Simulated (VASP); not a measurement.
Set up this calculation in VASP 6.6.1, as the native input.

```yaml
Task: single point
Functional: PBE
Potentials_or_basis: VASP PAW PBE potentials, release 64 (Bi_d, Te)
Cutoff: 520 eV
k_mesh: 12 × 12 × 8
Occupations: gaussian, width 0.1 eV
Spin: no spin polarisation
Dipole_correction: no
Further_INCAR_settings: ALGO = Normal; EDIFF = 1e-06; NBANDS = 29
```

The structure of BiTe lies in POSCAR:

```
BiTe
1.0
    3.3487299870      3.3487299870      0.0000000000
   -3.3487299870      3.3487299870      0.0000000000
    0.0000000000      0.0000000000      6.4419467678
Bi Te
2 2
Direct
    0.0000000000      0.0000000000      0.0000000000
    0.5000000000      0.5000000000      0.5000000000
    0.5000000000      0.5000000000      0.0000000000
    0.0000000000      0.0000000000      0.5000000000
```

This cell differs from its parent crystal: biaxial strain in the a-b plane: +3.0 %, then relaxed in part.

One way to write it, as run:

INCAR

```
PREC     = Accurate       # precision mode
ENCUT    = 520            # plane-wave cutoff, eV
EDIFF    = 1E-6           # SCF threshold, eV
ISMEAR   = 0              # smearing method
SIGMA    = 0.1            # smearing width, eV
LREAL    = False          # projectors in reciprocal space
LASPH    = True           # aspherical terms in the spheres
NELM     = 80             # most SCF steps
ALGO     = Normal         # electronic algorithm
ISIF     = 2              # what is computed and relaxed
LWAVE    = False          # write WAVECAR
LCHARG   = True           # write CHGCAR
GGA      = PE             # functional
LELF     = True           # ELF
LVHAR    = True         
NBANDS   = 29             # bands
```

KPOINTS

```
regular mesh
0
Gamma
  12 12 8
```

Potentials or basis: VASP PAW PBE potentials, release 64 (Bi_d, Te).

Command:

```sh
$ cat potpaw_PBE.64/Bi_d/POTCAR potpaw_PBE.64/Te/POTCAR > POTCAR
$ mpirun -np 1 vasp_std > vasp.out
```

It gave:

```
Pressure               : -2.0 GPa
Band gap on the k mesh : zero (bands 21 and 22 overlap by 3.44 eV)
```

Caveat: the cell differs from its parent crystal (biaxial strain in the a-b plane: +3.0 %, then relaxed in part); spin-orbit coupling is left out, which moves the levels of the heavy elements.

Run time: 3.6 min on 1 thread of Intel(R) Xeon(R) 6975P-C (Granite Rapids), with other jobs on the host, peak memory 0.59 GiB.
